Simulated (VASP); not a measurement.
# Hg (R-3m) in VASP: a series of runs

Runs on Hg. Level: PBE. Tasks: single point.

Program: VASP 6.6.1. These are calculated values, not measurements. Logs are shortened: lines on timing, memory, paths and dates and some standing lists are left out, and cuts for length are marked.

## 1. The cell of the first run

The structure is trigonal, space group R-3m (No. 166). The conventional cell has a = 3.137 Å, b = 3.137 Å, c = 7.167 Å, α = 90.00°, β = 90.00°, γ = 120.00°. Hg (site symmetry -3m) has 12 Hg at 3.00 to 3.14 Å within 3.9 Å.

## 2. Single point, PBE (Cd replaced by Hg, lengths x 0.950, strained)

The input, INCAR:

```
SYSTEM = Hg
ALGO     = Fast           ! electronic algorithm
EDIFF    = 1E-6           ! SCF threshold, eV
ENCUT    = 520            ! plane-wave cutoff, eV
GGA      = PE             ! functional
ISIF     = 2              ! what is computed and relaxed
ISMEAR   = 0              ! smearing method
LASPH    = .TRUE.         ! aspherical terms in the spheres
LCHARG   = .FALSE.        ! write CHGCAR
LREAL    = .FALSE.        ! projectors in reciprocal space
LWAVE    = .FALSE.        ! write WAVECAR
NBANDS   = 12             ! bands
NELM     = 60             ! most SCF steps
PREC     = Accurate       ! precision mode
SIGMA    = 0.1            ! smearing width, eV
```

The input, KPOINTS:

```
k-points
0
G
  18 18 18
  0 0 0
```

The input, POSCAR:

```
Hg
1.0
    1.5684611822      0.9055514858      2.3890190193
   -1.5684611822      0.9055514858      2.3890190193
    0.0000000000     -1.8111029715      2.3890190193
Hg
1
Direct
    0.0000000000      0.0000000000      0.0000000000
```

Potentials or basis: VASP PAW PBE potentials, release 64 (Hg).

Started as:

```sh
$ cat potpaw_PBE.64/Hg/POTCAR > POTCAR
$ mpirun -np 1 vasp_std > vasp.out
```

OUTCAR:

```text
SYSTEM = Hg
   EDIFF = 1E-6
   ENCUT = 520
   GGA = PE
   ISIF = 2
   ISMEAR = 0
   LASPH = .TRUE.
   LREAL = .FALSE.
   NELM = 60
   PREC = Accurate

 ion  position               nearest neighbor table
   1  0.000  0.000  0.000-

  LATTYP: Found a trigonal (rhomboedric) cell.
 ALAT       =     2.9979169181
 COS(alpha) =     0.4525576903

  Lattice vectors:

 A1 = (   1.5684611822,   0.9055514858,   2.3890190193)
 A2 = (  -1.5684611822,   0.9055514858,   2.3890190193)
 A3 = (   0.0000000000,  -1.8111029715,   2.3890190193)

Analysis of symmetry for initial positions (statically):
=====================================================================
 Subroutine PRICEL returns:
 Original cell was already a primitive cell.

 Routine SETGRP: Setting up the symmetry group for a
 trigonal (rhombohedral) supercell.

 Subroutine GETGRP returns: Found 12 space group operations
 (whereof 12 operations were pure point group operations)
 out of a pool of 12 trial point group operations.

The static configuration has the point symmetry D_3d.

Analysis of symmetry for dynamics (positions and initial velocities):
=====================================================================
 Subroutine PRICEL returns:
 Original cell was already a primitive cell.

 Routine SETGRP: Setting up the symmetry group for a
 trigonal (rhombohedral) supercell.

 Subroutine GETGRP returns: Found 12 space group operations
 (whereof 12 operations were pure point group operations)
 out of a pool of 12 trial point group operations.

The dynamic configuration has the point symmetry D_3d.

 Subroutine INISYM returns: Found 12 space group operations
 (whereof 12 operations are pure point group operations),
 and found     1 'primitive' translations

----------------------------------------------------------------------------------------

                                     Primitive cell

  volume of cell :      20.3591

  direct lattice vectors                    reciprocal lattice vectors
     1.568461182  0.905551486  2.389019019     0.318783790  0.184049907  0.139527283
    -1.568461182  0.905551486  2.389019019    -0.318783790  0.184049907  0.139527283
     0.000000000 -1.811102971  2.389019019     0.000000000 -0.368099814  0.139527283

  length of vectors
     2.997916918  2.997916918  2.997916918     0.393656368  0.393656368  0.393656368

  position of ions in fractional coordinates (direct lattice)
     0.000000000  0.000000000  0.000000000

  ion indices of the primitive-cell ions
   primitive index   ion index
                 1           1

----------------------------------------------------------------------------------------

 KPOINTS: k-points

Automatic generation of k-mesh.
 Grid dimensions read from file:
 generate k-points for:   18   18   18

 Generating k-lattice:

  Cartesian coordinates                     Fractional coordinates (reciprocal lattice)
     0.017710211  0.010224995  0.007751516     0.055555556 -0.000000000  0.000000000
    -0.017710211  0.010224995  0.007751516    -0.000000000  0.055555556  0.000000000
     0.000000000 -0.020449990  0.007751516     0.000000000  0.000000000  0.055555556

  Length of vectors
     0.021869798  0.021869798  0.021869798

  Shift w.r.t. Gamma in fractional coordinates (k-lattice)
     0.000000000  0.000000000  0.000000000

 Subroutine IBZKPT returns following result:
 ===========================================

 Found    580 irreducible k-points:

 Following reciprocal coordinates:
            Coordinates               Weight
  0.000000  0.000000  0.000000      1.000000
  0.055556  0.000000 -0.000000      6.000000
  0.111111  0.000000 -0.000000      6.000000
  0.166667 -0.000000  0.000000      6.000000
  0.222222  0.000000  0.000000      6.000000
  0.277778 -0.000000  0.000000      6.000000
[... 16 lines left out ...]
 -0.277778  0.055556  0.000000     12.000000
 -0.222222  0.055556  0.000000     12.000000
 [... further k-points ...]
   k-points           NKPTS =    580   k-points in BZ     NKDIM =    580   number of bands    NBANDS=     12
   number of dos      NEDOS =    301   number of ions     NIONS =      1
   total plane-waves  NPLWV =  13824
   dimension x,y,z NGX =    24 NGY =   24 NGZ =   24
   dimension x,y,z NGXF=    48 NGYF=   48 NGZF=   48
   ions per type =               1
   NGX,Y,Z   is equivalent  to a cutoff of  13.31, 13.31, 13.31 a.u.
   NGXF,Y,Z  is equivalent  to a cutoff of  26.62, 26.62, 26.62 a.u.
 SYSTEM =  Hg
   PREC   = accura    normal or accurate (medium, high low for compatibility)
   ISTART =      0    job   : 0-new  1-cont  2-samecut
   ICHARG =      2    charge: 1-file 2-atom 10-const
   ISPIN  =      1    spin polarized calculation?
   LNONCOLLINEAR =      F non collinear calculations
   LSORBIT =      F    spin-orbit coupling
   LASPH  =      T    aspherical Exc in radial PAW
   ENCUT  =  520.0 eV  38.22 Ry    6.18 a.u.   5.57  5.57  5.57*2*pi/ulx,y,z
   NELM   =     60;   NELMIN=  2; NELMDL= -5     # of ELM steps
   EDIFF  = 0.1E-05   stopping-criterion for ELM
   LREAL  =      F    real-space projection
   EDIFFG = 0.1E-04   stopping-criterion for IOM
   NSW    =      0    number of steps for IOM
   IBRION =     -1    ionic relax: 0-MD 1-quasi-New 2-CG
   NFREE  =      0    steps in history (QN), initial steepest desc. (CG)
   ISIF   =      2    stress and relaxation
   ISYM   =      2    0-nonsym 1-usesym 2-fastsym
   POTIM  = 0.5000    time-step for ionic-motion
   TEBEG  =    0.0;   TEEND  =   0.0 temperature during run
   PSTRESS=    0.0 pullay stress
   NELECT =      12.0000    total number of electrons
   NUPDOWN=      -1.0000    fix difference up-down
   EMIN   =  10.00;   EMAX   =-10.00  energy-range for DOS
   EFERMI =   0.00;   METHOD = LEGACY
   ISMEAR =     0;   SIGMA  =   0.10  broadening in eV -4-tet -1-fermi 0-gaus
   EFERMI_NEDOS =   21; number of points for ismear=-14 and -15
   IALGO  =     68    algorithm
   IMIX   =      4    mixing-type and parameters
     AMIX     =   0.40;   BMIX     =  1.00
     AMIX_MAG =   1.60;   BMIX_MAG =  1.00
  volume/ion in A,a.u.               =      20.36       137.39
  Fermi-wavevector in a.u.,A,eV,Ry     =   1.372617  2.593870 25.634423  1.884077
  Thomas-Fermi vector in A             =   2.498208
   LORBIT       =      0    0 simple, 1 ext, 2 COOP (PROOUT), +10 PAW based schemes
   GGA     = PE    functional components
   LHFCALC =     F    Hartree Fock is set to
   AEXX    =    0.0000 exact exchange contribution
   IVDW    =     0    specifies the selected vdW correction
   LEPSILON=     F    determine dielectric tensor
   LRPA    =     F    only Hartree local field effects (RPA)
 non-spin polarized calculation
 RMM-DIIS sequential band-by-band and
 Gauss-broadening in eV      SIGMA  =   0.10
  energy-cutoff  :      520.00
  volume of cell :       20.36
 maximum number of plane-waves:       562
   NGX = 11   NGY = 11   NGZ = 11

 number of electron      12.0000000 magnetization

 Free energy of the ion-electron system (eV)
  ---------------------------------------------------
  ext. energy  EPLUGINS =         0.00000000
  ---------------------------------------------------
  free energy    TOTEN  =         0.09499479 eV

  energy without entropy =        0.09663354  energy(sigma->0) =        0.09581417

 E-fermi :   4.1453     XC(G=0): -11.6995

 val. band max:        4.1285462547   @ k =  -0.3889   0.2222   0.0556
 cond. band min:       4.1563440600   @ k =  -0.3889  -0.4444   0.3333
 fundamental gap:      0.0277978054
 Fermi energy:         4.1453334605

 k-point     1 :       0.0000    0.0000    0.0000
  band No.  band energies     occupation
      1      -6.3269      2.00000
      2      -3.7016      2.00000
      3      -3.7016      2.00000
      4      -3.2690      2.00000
      5      -2.6319      2.00000
      6      -2.6319      2.00000
      7      17.6242      0.00000
      8      19.2743      0.00000
      9      19.2743      0.00000
     10      22.0163      0.00000
     11      23.9379      0.00000
     12      25.4586      0.00000

 k-point     2 :       0.0556    0.0000   -0.0000
  band No.  band energies     occupation
      1      -6.2408      2.00000
      2      -3.7022      2.00000
      3      -3.6873      2.00000
      4      -3.2538      2.00000
      5      -2.6374      2.00000
      6      -2.6370      2.00000
      7      17.5295      0.00000
      8      18.5611      0.00000
      9      19.2965      0.00000
     10      21.9244      0.00000
     11      24.2836      0.00000
     12      25.3401      0.00000

 k-point     3 :       0.1111    0.0000   -0.0000
  band No.  band energies     occupation
      1      -5.9922      2.00000
      2      -3.7001      2.00000
      3      -3.6515      2.00000
      4      -3.2081      2.00000
      5      -2.6456      2.00000
      6      -2.6446      2.00000
      7      16.2680      0.00000
      8      18.1296      0.00000
      9      19.3389      0.00000
     10      21.7974      0.00000
     11      23.8860      0.00000
     12      24.9811      0.00000
[... 286 lines left out ...]
 k-point    23 :      -0.2778    0.0556    0.0000
  band No.  band energies     occupation
      1      -4.8811      2.00000
      2      -3.6389      2.00000
      3      -3.1518      2.00000
      4      -2.8968      2.00000
      5      -2.4665      2.00000
      6      -2.1063      2.00000
      7       9.2448      0.00000
      8      16.6809      0.00000
      9      18.7194      0.00000
     10      20.8694      0.00000
     11      22.8328      0.00000
     12      24.2906      0.00000

 k-point    24 :      -0.2222    0.0556    0.0000
  band No.  band energies     occupation
      1      -5.0591      2.00000
      2      -3.6332      2.00000
      3      -3.4043      2.00000
      4      -3.1043      2.00000
      5      -2.6213      2.00000
      6      -2.3533      2.00000
      7      11.3877      0.00000
      8      16.8726      0.00000
      9      19.1844      0.00000
     10      21.6489      0.00000
     11      22.6541      0.00000
     12      24.1376      0.00000

 [... further k-points ...]

------------------------ aborting loop because EDIFF is reached ----------------------------------------

  FORCE on cell =-STRESS in cart. coord.  units (eV):
  Direction    XX          YY          ZZ          XY          YZ          ZX
  --------------------------------------------------------------------------------------
  -------------------------------------------------------------------------------------
  Total        1.9830862      1.9830862      2.0555341      0.0000000      0.0000000      0.0000000
  in kB      156.0610033    156.0610033    161.7623635      0.0000000      0.0000000      0.0000000
  external PRESSURE =     157.9614567 kB  Pullay stress =       0.0000000 kB

 VOLUME and BASIS-vectors are now :
 -----------------------------------------------------------------------------
  energy-cutoff  :      520.00
  volume of cell :       20.36
      direct lattice vectors                 reciprocal lattice vectors
     1.568461182  0.905551486  2.389019019     0.318783790  0.184049907  0.139527283
    -1.568461182  0.905551486  2.389019019    -0.318783790  0.184049907  0.139527283
     0.000000000 -1.811102971  2.389019019     0.000000000 -0.368099814  0.139527283

 POSITION                                       TOTAL-FORCE (eV/Angst)
 -----------------------------------------------------------------------------------
      0.00000      0.00000      0.00000         0.000000      0.000000      0.000000
 -----------------------------------------------------------------------------------
    total drift:                                0.000000     -0.000000     -0.000000

  FREE ENERGIE OF THE ION-ELECTRON SYSTEM (eV)
  ---------------------------------------------------
  free  energy   TOTEN  =         0.0949947949 eV

  energy  without entropy=        0.0966335362  energy(sigma->0) =        0.09581417
```

It took 71 s on 1 thread of Intel Xeon Platinum 8259CL at 2.50GHz (Skylake/Cascade Lake), shared host; peak memory 0.25 GiB.

Results:

- Free energy: 0.0950 eV
- Pressure: 15.8 GPa
- Band gap on the k mesh: zero (bands 6 and 7 overlap by 2.40 eV)

Levels at points of the mesh, in eV from the Fermi level:
```tsv
k point	band 4	band 5	band 6	band 7	band 8	band 9
(0.00, 0.00, 0.00)	-7.41	-6.78	-6.78	13.48	15.13	15.13
(0.50, 0.00, 0.00)	-6.25	-6.02	-2.52	-1.58	12.91	13.53
(0.50, 0.50, 0.00)	-5.93	-5.84	-0.76	1.11	6.52	8.13
(0.50, 0.50, 0.50)	-5.99	-5.99	-1.97	-0.45	12.39	12.51
```

Caveat: the cell differs from its parent crystal (Cd replaced by Hg, lengths x 0.950, strained); the cell stands under pressure; spin-orbit coupling is left out, which moves the levels of the heavy elements.

## 3. Single point, PBE (Cd replaced by Hg, lengths x 0.950, strained)

The input, INCAR:

```
PREC     = Accurate       # precision mode
ENCUT    = 520            # plane-wave cutoff, eV
EDIFF    = 1E-7           # SCF threshold, eV
ISMEAR   = 0              # smearing method
SIGMA    = 0.1            # smearing width, eV
LREAL    = F              # projectors in reciprocal space
LASPH    = T              # aspherical terms in the spheres
NELM     = 80             # most SCF steps
ALGO     = Normal         # electronic algorithm
ISIF     = 2              # what is computed and relaxed
LWAVE    = F              # write WAVECAR
LCHARG   = T              # write CHGCAR
GGA      = PE             # functional
LELF     = T              # ELF
LVHAR    = T            
NBANDS   = 12             # bands
```

The input, KPOINTS:

```
regular mesh
0
Gamma
  18 18 18
```

The input, POSCAR:

```
Hg
1.0
    1.5348075441      0.8861215487      2.3726614534
   -1.5348075441      0.8861215487      2.3726614534
    0.0000000000     -1.7722430975      2.3726614534
Hg
1
Direct
    0.0000000000      0.0000000000      0.0000000000
```

Potentials or basis: VASP PAW PBE potentials, release 64 (Hg).

Started as:

```sh
$ cat potpaw_PBE.64/Hg/POTCAR > POTCAR
$ mpirun -np 1 vasp_std > vasp.out
```

Wall time 77 s (1 thread of Intel Xeon Platinum 8259CL at 2.50GHz (Skylake/Cascade Lake), shared host); peak memory 0.25 GiB.

It converged, with:

```
Free energy            : 0.2122 eV
Pressure               : 22.3 GPa
Band gap on the k mesh : zero (bands 6 and 7 overlap by 2.34 eV)
```

Stress tensor (GPa, compression positive):
```
21.98  0.00  0.00
 0.00 21.98  0.00
 0.00  0.00 22.91
```

Levels at points of the mesh, in eV from the Fermi level:
| k point | band 2 | band 3 | band 4 | band 5 | band 6 | band 7 | band 8 | band 9 | band 10 | band 11 |
| --- | --- | --- | --- | --- | --- | --- | --- | --- | --- | --- |
| (0.00, 0.00, 0.00) | -8.08 | -8.08 | -7.72 | -6.96 | -6.96 | 13.58 | 15.63 | 15.63 | 17.78 | 20.30 |
| (0.50, 0.00, 0.00) | -8.15 | -7.73 | -6.33 | -6.13 | -2.81 | -1.44 | 12.99 | 13.91 | 14.88 | 20.09 |
| (0.50, 0.50, 0.00) | -9.24 | -6.28 | -6.01 | -5.93 | -1.00 | 1.31 | 6.75 | 8.05 | 12.76 | 15.05 |
| (0.50, 0.50, 0.50) | -7.99 | -7.99 | -6.11 | -6.11 | -2.36 | -0.51 | 12.50 | 13.10 | 13.10 | 19.43 |

Caveat: the cell differs from its parent crystal (Cd replaced by Hg, lengths x 0.950, strained); the cell stands under pressure; spin-orbit coupling is left out, which moves the levels of the heavy elements.

The gap in the log of VASP goes by the Fermi energy; the results here count the filled bands.